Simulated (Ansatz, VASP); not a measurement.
GaN in VASP and in Ansatz

File POSCAR:

```
GaN
1.0
    3.1136382519      0.0000000000      0.0000000000
   -1.5568191260      2.6964898244      0.0000000000
    0.0000000000      0.0000000000      5.0711037698
Ga N
2 2
Direct
    0.3333333333      0.6666666667     -0.0007797268
    0.6666666667      0.3333333333      0.4992202732
    0.3333333333      0.6666666667      0.3757797268
    0.6666666667      0.3333333333      0.8757797268
```

File INCAR.step1:

```
SYSTEM = GaN
  PREC = Accurate
  ENCUT = 910
  ISMEAR = 0
  SIGMA = 0.01
  LREAL = .False.
  LASPH = .True.
  NELM = 120
  NBANDS = 26
  GGA = PE
  ALGO = Normal
  EDIFF = 1E-5
  LWAVE = .True.
  LCHARG = .False.
  GGA_COMPAT = .False.
```

The input INCAR.step2:

```
SYSTEM = GaN
  PREC = Accurate
  ENCUT = 910
  EDIFF = 1E-6
  ISMEAR = 0
  SIGMA = 0.01
  LREAL = .False.
  LASPH = .True.
  NELM = 120
  ALGO = Normal
  ISIF = 2
  LWAVE = .False.
  LCHARG = .True.
  METAGGA = R2SCAN
  LMIXTAU = .True.
  LELF = .True.
  LVHAR = .True.
  NBANDS = 26
  ISTART = 1
  GGA_COMPAT = .False.
```

Contents of KPOINTS:

```
regular mesh
0
Gamma
  8 8 4
  0 0 0
```

Input for Ansatz:

```yaml
crystal:
  lattice:
    - [3.11363825191, 0.0, 0.0]
    - [-1.55681912595, 2.69648982435, 0.0]
    - [0.0, 0.0, 5.0711037698]
  atoms:
    - { symbol: Ga, position: [0.333333333333, 0.666666666667, -0.000779726845] }
    - { symbol: Ga, position: [0.666666666667, 0.333333333333, 0.499220273155] }
    - { symbol: "N", position: [0.333333333333, 0.666666666667, 0.375779726845] }
    - { symbol: "N", position: [0.666666666667, 0.333333333333, 0.875779726845] }
kpoints:
  mp_grid: { grid: [8, 8, 4] }
scf:
  occupations: { method: fixed }
  convergence: { dr2_threshold: 1.0e-10 }
hamiltonian:
  xc: r2scan
  pseudopotentials: { kind: paw }
output:
  forces: true
  stress: true
  eigenstates:
    kpoints:
      - [0.0, 0.0, 0.0]
      - [0.0, 0.0, -0.5]
      - [-0.5, 0.0, 0.0]
      - [-0.5, 0.5, 0.0]
      - [0.0, -0.5, 0.0]
      - [-0.5, 0.0, -0.5]
      - [-0.5, 0.5, -0.5]
      - [0.0, -0.5, -0.5]
  eigenvalues: true
```

Alike in both runs: task single point; functional r2SCAN; k mesh 8 × 8 × 4; no spin polarisation.

|  | VASP | Ansatz |
| --- | --- | --- |
| version | VASP 6.6.1 | Ansatz 0.2.0 |
| potentials or method | VASP PAW PBE potentials, release 64 (Ga_d, N_h) | PAW with Ansatz's default frozen-core files, scalar-relativistic |
| plane-wave cutoff (eV) | 910 | 500 |
| occupations | gaussian, width 0.01 eV | fixed |
| valence electrons in the cell | 36 | 36 |

VASP gave:

* gap on the k mesh at the Fermi level (eV): 2.80

Question: Which values does Ansatz return?

Answer: gap on the k mesh at the Fermi level (eV): 2.81.

VASP's potentials were made for PBE, not for r2SCAN.

Noted on VASP's run: the cutoff is short for stress, so the pressure is rough.
